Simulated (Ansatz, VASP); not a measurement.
## GaN: VASP beside Ansatz

```xyz
4
Lattice="3.1518 -0.0079 -0.0079 -1.5827 2.7335 -0.0029 -0.0128 -0.0128 5.1384" Properties=species:S:1:pos:R:3 pbc="T T T"
Ga   -0.0027    1.8208   -0.0081
Ga    1.5675    0.9006    2.5594
N    -0.0077    1.8138    1.9260
N     1.5585    0.8936    4.4935
```

Change from the starting cell: equal xy, yz and zx engineering shears of -0.5 %.

Alike in both runs: functional LDA; k mesh 8 × 8 × 4; no spin polarisation.

Ansatz relaxed the structure, and its values are those at the end. VASP's run is a single point on that final structure, the one shown.

|  | VASP | Ansatz |
| --- | --- | --- |
| version | VASP 6.6.1 | Ansatz 0.2.0 |
| potentials or method | VASP PAW LDA potentials, release 64 (Ga_d, N), cutoff 520 eV | all-electron LAPW, scalar-relativistic |
| occupations | gaussian, width 0.01 eV | fixed |

|  | VASP | Ansatz | Ansatz less VASP |
| --- | --- | --- | --- |
| gap on the k mesh at the Fermi level (eV) | 2.12 | 2.11 | -0.010 |
| pressure (GPa) | 1.1 | 0.2 | -0.90 |

LDA's correlation is that of Perdew and Zunger in VASP and of Perdew and Wang (1992) in Ansatz. Ansatz ran all-electron here, and VASP with PAW potentials.
